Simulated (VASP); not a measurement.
# In (I4_1/amd) in VASP: further runs, part 2 of 2

VASP 6.6.1. Earlier steps stand in the parts before.

**3. Single point, PBE (12.37 Å³/atom)**

Contents of INCAR:

```
SYSTEM = In
ALGO = Normal ; EDIFF = 1E-6
ENCUT = 520 ; GGA = PE
ISIF = 2 ; ISMEAR = -1
LASPH = .TRUE. ; LCHARG = .FALSE.
LREAL = .FALSE. ; LWAVE = .FALSE.
NBANDS = 20 ; NELM = 80
PREC = Accurate ; SIGMA = 0.05
```

Contents of KPOINTS:

```
k-points
0
G
  13 13 13
  0 0 0
```

Contents of POSCAR:

```
In
1.0
   -2.2695040518      2.2695040518      1.2007204764
    2.2695040518     -2.2695040518      1.2007204764
    2.2695040518      2.2695040518     -1.2007204764
In
2
Direct
   -0.3750000000     -0.1250000000     -0.2500000000
    0.3750000000      0.1250000000      0.2500000000
```

Potentials or basis: VASP PAW PBE potentials, release 64 (In_d).

Launch:

```sh
> cat potpaw_PBE.64/In_d/POTCAR > POTCAR
> mpirun -np 1 vasp_std > vasp.out
```

OUTCAR:

```text
SYSTEM = In
   EDIFF = 1E-6
   ENCUT = 520
   GGA = PE
   ISIF = 2
   ISMEAR = -1
   LASPH = .TRUE.
   LREAL = .FALSE.
   NELM = 80
   PREC = Accurate

 ion  position               nearest neighbor table
   1  0.625  0.875  0.750-   2 2.35   2 2.35   2 2.35   2 2.35   2 2.90   2 2.90   2 2.90   2 2.90
                             2 3.76   2 3.76
   2  0.375  0.125  0.250-   1 2.35   1 2.35   1 2.35   1 2.35   1 2.90   1 2.90   1 2.90   1 2.90
                             1 3.76   1 3.76

  LATTYP: Found a body centered tetragonal cell.
 ALAT       =     4.5390081036
 C/A-ratio  =     0.5290673420

  Lattice vectors:

 A1 = (  -2.2695040518,   2.2695040518,   1.2007204764)
 A2 = (   2.2695040518,  -2.2695040518,   1.2007204764)
 A3 = (   2.2695040518,   2.2695040518,  -1.2007204764)

Analysis of symmetry for initial positions (statically):
=====================================================================
 Subroutine PRICEL returns:
 Original cell was already a primitive cell.

 Routine SETGRP: Setting up the symmetry group for a
 body centered tetragonal supercell.

 Subroutine GETGRP returns: Found 16 space group operations
 (whereof  4 operations were pure point group operations)
 out of a pool of 16 trial point group operations.

The static configuration has the point symmetry C_2h.
 The point group associated with its full space group is D_4h.

Analysis of symmetry for dynamics (positions and initial velocities):
=====================================================================
 Subroutine PRICEL returns:
 Original cell was already a primitive cell.

 Routine SETGRP: Setting up the symmetry group for a
 body centered tetragonal supercell.

 Subroutine GETGRP returns: Found 16 space group operations
 (whereof  4 operations were pure point group operations)
 out of a pool of 16 trial point group operations.

The dynamic configuration has the point symmetry C_2h.
 The point group associated with its full space group is D_4h.

 Subroutine INISYM returns: Found 16 space group operations
 (whereof  4 operations are pure point group operations),
 and found     1 'primitive' translations

----------------------------------------------------------------------------------------

                                     Primitive cell

  volume of cell :      24.7380

  direct lattice vectors                    reciprocal lattice vectors
    -2.269504052  2.269504052  1.200720476     0.000000000  0.220312451  0.416416651
     2.269504052 -2.269504052  1.200720476     0.220312451  0.000000000  0.416416651
     2.269504052  2.269504052 -1.200720476     0.220312451  0.220312451  0.000000000

  length of vectors
     3.426810025  3.426810025  3.426810025     0.471105512  0.471105512  0.311568856

  position of ions in fractional coordinates (direct lattice)
     0.625000000  0.875000000  0.750000000
     0.375000000  0.125000000  0.250000000

  ion indices of the primitive-cell ions
   primitive index   ion index
                 1           1
                 2           2

----------------------------------------------------------------------------------------

 KPOINTS: k-points

Automatic generation of k-mesh.
 Grid dimensions read from file:
 generate k-points for:   13   13   13

 Generating k-lattice:

  Cartesian coordinates                     Fractional coordinates (reciprocal lattice)
     0.000000000  0.016947112  0.032032050     0.076923077  0.000000000  0.000000000
     0.016947112  0.000000000  0.032032050     0.000000000  0.076923077  0.000000000
     0.016947112  0.016947112  0.000000000     0.000000000  0.000000000  0.076923077

  Length of vectors
     0.036238886  0.036238886  0.023966835

  Shift w.r.t. Gamma in fractional coordinates (k-lattice)
     0.000000000  0.000000000  0.000000000

 Subroutine IBZKPT returns following result:
 ===========================================

 Found    196 irreducible k-points:

 Following reciprocal coordinates:
            Coordinates               Weight
  0.000000  0.000000  0.000000      1.000000
  0.076923  0.000000 -0.000000      8.000000
  0.153846  0.000000  0.000000      8.000000
  0.230769  0.000000 -0.000000      8.000000
  0.307692  0.000000  0.000000      8.000000
  0.384615  0.000000 -0.000000      8.000000
[... 16 lines left out ...]
  0.384615  0.153846 -0.000000     16.000000
  0.461538  0.153846 -0.000000     16.000000
 [... further k-points ...]
   k-points           NKPTS =    196   k-points in BZ     NKDIM =    196   number of bands    NBANDS=     20
   number of dos      NEDOS =    301   number of ions     NIONS =      2
   total plane-waves  NPLWV =  21952
   dimension x,y,z NGX =    28 NGY =   28 NGZ =   28
   dimension x,y,z NGXF=    56 NGYF=   56 NGZF=   56
   ions per type =               2
   NGX,Y,Z   is equivalent  to a cutoff of  13.58, 13.58, 13.58 a.u.
   NGXF,Y,Z  is equivalent  to a cutoff of  27.17, 27.17, 27.17 a.u.
 SYSTEM =  In
   PREC   = accura    normal or accurate (medium, high low for compatibility)
   ISTART =      0    job   : 0-new  1-cont  2-samecut
   ICHARG =      2    charge: 1-file 2-atom 10-const
   ISPIN  =      1    spin polarized calculation?
   LNONCOLLINEAR =      F non collinear calculations
   LSORBIT =      F    spin-orbit coupling
   LASPH  =      T    aspherical Exc in radial PAW
   ENCUT  =  520.0 eV  38.22 Ry    6.18 a.u.   6.37  6.37  6.37*2*pi/ulx,y,z
   NELM   =     80;   NELMIN=  2; NELMDL= -5     # of ELM steps
   EDIFF  = 0.1E-05   stopping-criterion for ELM
   LREAL  =      F    real-space projection
   EDIFFG = 0.1E-04   stopping-criterion for IOM
   NSW    =      0    number of steps for IOM
   IBRION =     -1    ionic relax: 0-MD 1-quasi-New 2-CG
   NFREE  =      0    steps in history (QN), initial steepest desc. (CG)
   ISIF   =      2    stress and relaxation
   ISYM   =      2    0-nonsym 1-usesym 2-fastsym
   POTIM  = 0.5000    time-step for ionic-motion
   TEBEG  =    0.0;   TEEND  =   0.0 temperature during run
   PSTRESS=    0.0 pullay stress
   NELECT =      26.0000    total number of electrons
   NUPDOWN=      -1.0000    fix difference up-down
   EMIN   =  10.00;   EMAX   =-10.00  energy-range for DOS
   EFERMI =   0.00;   METHOD = LEGACY
   ISMEAR =    -1;   SIGMA  =   0.05  broadening in eV -4-tet -1-fermi 0-gaus
   EFERMI_NEDOS =   21; number of points for ismear=-14 and -15
   IALGO  =     38    algorithm
   IMIX   =      4    mixing-type and parameters
     AMIX     =   0.40;   BMIX     =  1.00
     AMIX_MAG =   1.60;   BMIX_MAG =  1.00
  volume/ion in A,a.u.               =      12.37        83.47
  Fermi-wavevector in a.u.,A,eV,Ry     =   1.664478  3.145407 37.694754  2.770486
  Thomas-Fermi vector in A             =   2.751015
   LORBIT       =      0    0 simple, 1 ext, 2 COOP (PROOUT), +10 PAW based schemes
   GGA     = PE    functional components
   LHFCALC =     F    Hartree Fock is set to
   AEXX    =    0.0000 exact exchange contribution
   IVDW    =     0    specifies the selected vdW correction
   LEPSILON=     F    determine dielectric tensor
   LRPA    =     F    only Hartree local field effects (RPA)
 non-spin polarized calculation
  energy-cutoff  :      520.00
  volume of cell :       24.74
 maximum number of plane-waves:       693
 NGX is ok and might be reduce to    28
   NGX = 13   NGY = 13   NGZ = 13

 number of electron      25.9999992 magnetization

 Free energy of the ion-electron system (eV)
  ---------------------------------------------------
  ext. energy  EPLUGINS =         0.00000000
  ---------------------------------------------------
  free energy    TOTEN  =         5.83245000 eV

  energy without entropy =        5.83886385  energy(sigma->0) =        5.83565693

 E-fermi :  20.4391     XC(G=0): -14.3485

 val. band max:       20.4342940341   @ k =  -0.3077  -0.3846   0.1538
 cond. band min:      20.4757470603   @ k =   0.2308   0.1538   0.0769
 fundamental gap:      0.0414530262
 Fermi energy:        20.4391041950

 k-point     1 :       0.0000    0.0000    0.0000
  band No.  band energies     occupation
      1       1.1720      2.00000
      2       1.3124      2.00000
      3       1.8013      2.00000
      4       1.8197      2.00000
      5       3.3797      2.00000
      6       4.1818      2.00000
[... 12 lines left out ...]
     19      37.6592      0.00000
[... 513 lines left out ...]
      4       2.5924      2.00000
      5       3.1806      2.00000
      6       3.3960      2.00000
[... 12 lines left out ...]
     19      34.0049      0.00000
     20      35.7279      0.00000

 [... further k-points ...]

------------------------ aborting loop because EDIFF is reached ----------------------------------------

  FORCE on cell =-STRESS in cart. coord.  units (eV):
  Direction    XX          YY          ZZ          XY          YZ          ZX
  --------------------------------------------------------------------------------------
  -------------------------------------------------------------------------------------
  Total       37.9797997     37.9797997     37.9741536     -0.0000000      0.0000000     -0.0000000
  in kB     2459.7978590   2459.7978590   2459.4321845     -0.0000000      0.0000000     -0.0000000
  external PRESSURE =    2459.6759675 kB  Pullay stress =       0.0000000 kB

 VOLUME and BASIS-vectors are now :
 -----------------------------------------------------------------------------
  energy-cutoff  :      520.00
  volume of cell :       24.74
      direct lattice vectors                 reciprocal lattice vectors
    -2.269504052  2.269504052  1.200720476     0.000000000  0.220312451  0.416416651
     2.269504052 -2.269504052  1.200720476     0.220312451  0.000000000  0.416416651
     2.269504052  2.269504052 -1.200720476     0.220312451  0.220312451  0.000000000

 POSITION                                       TOTAL-FORCE (eV/Angst)
 -----------------------------------------------------------------------------------
      2.26950      1.13475      0.90054         0.000000     -0.000000     -0.000000
      0.00000      1.13475      0.30018        -0.000000      0.000000      0.000000
 -----------------------------------------------------------------------------------
    total drift:                                0.000000      0.000000     -0.000000

  FREE ENERGIE OF THE ION-ELECTRON SYSTEM (eV)
  ---------------------------------------------------
  free  energy   TOTEN  =         5.8324500039 eV

  energy  without entropy=        5.8388638476  energy(sigma->0) =        5.83565693
```

stdout:

```text
POSCAR found type information on POSCAR In
 POSCAR found :  1 types and       2 ions
 scaLAPACK will be used
 LDA part: xc-table for (Slater+PW92), standard interpolation
 POSCAR, INCAR and KPOINTS ok, starting setup
 FFT: planning ... GRIDC
 FFT: planning ... GRID_SOFT
 FFT: planning ... GRID
 WAVECAR not read
 entering main loop
```

Run time: 79 s. Hardware: 1 thread of AMD EPYC 9R45 (Zen 5), shared host; peak memory 0.18 GiB.

Results:

```yaml
Free_energy: 5.8325 eV
Pressure: 246.0 GPa
Band_gap_on_the_k_mesh: zero (bands 13 and 14 overlap by 10.07 eV)
```

Caveat: the cell stands under pressure; spin-orbit coupling is left out, which moves the levels of the heavy elements.

**4. Single point, PBE**

This run uses another cell than the first one, of 14.38 Å³/atom.

Contents of INCAR:

```
PREC     = Accurate       # precision mode
ENCUT    = 520            # plane-wave cutoff, eV
EDIFF    = 1E-6           # SCF threshold, eV
ISMEAR   = -1             # smearing method
SIGMA    = 0.05           # smearing width, eV
LREAL    = F              # projectors in reciprocal space
LASPH    = T              # aspherical terms in the spheres
NELM     = 100            # most SCF steps
ALGO     = Normal         # electronic algorithm
ISIF     = 2              # what is computed and relaxed
LWAVE    = F              # write WAVECAR
LCHARG   = T              # write CHGCAR
GGA      = PE             # functional
LELF     = T              # ELF
LVHAR    = T            
NBANDS   = 20             # bands
```

Contents of KPOINTS:

```
regular mesh
0
Gamma
  13 13 13
```

Contents of POSCAR:

```
In
1.0
   -2.3865376305      2.3865376305      1.2626088156
    2.3865376305     -2.3865376305      1.2626088156
    2.3865376305      2.3865376305     -1.2626088156
In
2
Direct
   -0.3750000000     -0.1250000000     -0.2500000000
    0.3750000000      0.1250000000      0.2500000000
```

Launch:

```sh
> cat potpaw_PBE.64/In_d/POTCAR > POTCAR
> mpirun -np 1 vasp_std > vasp.out
```

Wall time 81 s (1 thread of AMD EPYC 9R45 (Zen 5), shared host); peak memory 0.19 GiB.

The run converged. Its results:

```yaml
Free_energy: 1.1503 eV
Pressure: 138.0 GPa
Band_gap_on_the_k_mesh: zero (bands 13 and 14 overlap by 9.65 eV)
```

Levels at points of the mesh, in eV from the Fermi level:
| k point | band 9 | band 10 | band 11 | band 12 | band 13 | band 14 | band 15 | band 16 | band 17 | band 18 |
| --- | --- | --- | --- | --- | --- | --- | --- | --- | --- | --- |
| (0.00, 0.00, 0.00) | -15.06 | -14.96 | -14.36 | -1.71 | -1.71 | 2.95 | 4.68 | 11.24 | 11.24 | 16.12 |

Caveat: the cell stands under pressure; spin-orbit coupling is left out, which moves the levels of the heavy elements.

**5. Single point, PBE (14.38 Å³/atom)**

This run uses another cell than the first one, of 14.38 Å³/atom.

Contents of INCAR:

```
SYSTEM = In
PREC = Accurate
ENCUT = 520
EDIFF = 1E-6
ISMEAR = -1
SIGMA = 0.05
LREAL = .False.
LASPH = .True.
NELM = 100
ALGO = Normal
ISIF = 2
LWAVE = .False.
LCHARG = .False.
GGA = PE
NBANDS = 20
```

Contents of KPOINTS:

```
regular mesh
0
Gamma
  13 13 13
  0 0 0
```

POSCAR is that of step 4.

Launch:

```sh
> cat potpaw_PBE.64/In_d/POTCAR > POTCAR
> mpirun -np 1 vasp_std > vasp.out
```

Wall time 75 s (1 thread of AMD EPYC 9R45 (Zen 5), shared host); peak memory 0.19 GiB.

The run converged. Its results:

```yaml
Free_energy: 1.1503 eV
Pressure: 138.0 GPa
Band_gap_on_the_k_mesh: zero (bands 13 and 14 overlap by 9.65 eV)
```

Levels at points of the mesh, in eV from the Fermi level:
```
           k point  band 9  band 10  band 11  band 12  band 13  band 14  band 15  band 16  band 17  band 18
(0.00, 0.00, 0.00)  -15.06   -14.96   -14.36    -1.71    -1.71     2.95     4.68    11.24    11.24    16.12
```

Caveat: the cell stands under pressure; spin-orbit coupling is left out, which moves the levels of the heavy elements.
